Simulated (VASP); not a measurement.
TiSi16 (a cell with a defect): single point with PBE

The system is TiSi16 (a cell with a defect).

```
CELL_PARAMETERS angstrom
0.00000 5.43000 5.43000
5.43000 0.00000 5.43000
5.43000 5.43000 0.00000
ATOMIC_POSITIONS crystal
Si 0.00181 0.00096 0.00115
Si 0.12559 0.12428 0.12455
Si 0.00204 0.00087 0.49507
Si 0.12157 0.12161 0.62792
Si 0.00207 0.49480 0.00108
Si 0.12170 0.62770 0.12167
Si 0.98734 0.50401 0.50408
Si 0.12227 0.62762 0.62786
Si 0.49610 0.00096 0.00115
Si 0.62859 0.12146 0.12138
Si 0.50421 0.98728 0.50431
Si 0.62892 0.12161 0.62792
Si 0.50426 0.50430 0.98718
Si 0.62895 0.62770 0.12166
Si 0.50458 0.50402 0.50408
Si 0.62501 0.62508 0.62492
Ti 0.37530 0.37468 0.37475
```

| Property | Result |
| --- | --- |
| Program | VASP 6.6.1 |
| Task | single point |
| Functional | PBE |
| Potentials or basis | VASP PAW PBE potentials, release 64 (Si, Ti_sv) |
| Cutoff | 520 eV |
| k mesh | 2 × 2 × 2 |
| Occupations | fermi-dirac, width 0.02 eV |
| Spin | no spin polarisation |
| Dipole correction | no |
| Further INCAR settings | LREAL = Auto; ALGO = Normal; EDIFF = 1e-07; NBANDS = 52 |

- Pressure: 4.0 GPa
- Largest force: 0.058 eV/Å
- Band gap on the k mesh: zero (band 38 reaches 6.96 eV, above the bottom of band 39 at 6.53 eV)

Forces in eV/Å, atoms in the order of the input:
```
Si  -0.004 -0.008 -0.007
Si   0.004 -0.001  0.001
Si   0.006  0.002 -0.002
Si  -0.001  0.007  0.009
Si   0.005 -0.002  0.001
Si   0.001  0.005  0.007
Si  -0.041  0.026  0.022
Si   0.016 -0.001  0.001
Si  -0.004  0.007  0.008
Si   0.021  0.000  0.000
Si   0.020 -0.036  0.037
Si  -0.001 -0.009 -0.007
Si   0.019  0.039 -0.039
Si   0.001 -0.007 -0.006
Si  -0.041 -0.022 -0.026
Si   0.003  0.000 -0.001
Ti  -0.002 -0.001  0.002
```

Levels at points of the mesh, in eV from the Fermi level:
```csv
k point,band 34,band 35,band 36,band 37,band 38,band 39,band 40,band 41
"(0.00, 0.00, 0.00)",-0.99,-0.99,-0.99,-0.41,-0.41,-0.40,-0.11,-0.10
"(0.50, 0.00, 0.00)",-1.97,-1.37,-1.36,-0.27,0.03,0.03,0.44,0.44
"(0.00, 0.50, 0.00)",-1.97,-1.37,-1.36,-0.28,0.03,0.03,0.44,0.44
"(0.00, 0.00, 0.50)",-1.97,-1.37,-1.36,-0.28,0.03,0.03,0.44,0.44
"(0.50, 0.50, 0.50)",-1.97,-1.37,-1.36,-0.27,0.03,0.03,0.44,0.44
"(0.50, 0.50, 0.00)",-2.01,-2.01,-1.88,-0.70,-0.04,0.57,0.57,1.11
"(0.00, 0.50, 0.50)",-2.01,-2.01,-1.88,-0.70,-0.04,0.57,0.57,1.10
"(0.50, 0.00, 0.50)",-2.01,-2.01,-1.88,-0.70,-0.04,0.57,0.57,1.11
```

Wall time 3.7 min on 1 thread of AMD EPYC 9R45 96-Core Processor (Zen 5), on a shared host, peak memory 0.47 GiB.

Caveat: the k points lie up to 0.50 Å⁻¹ apart.
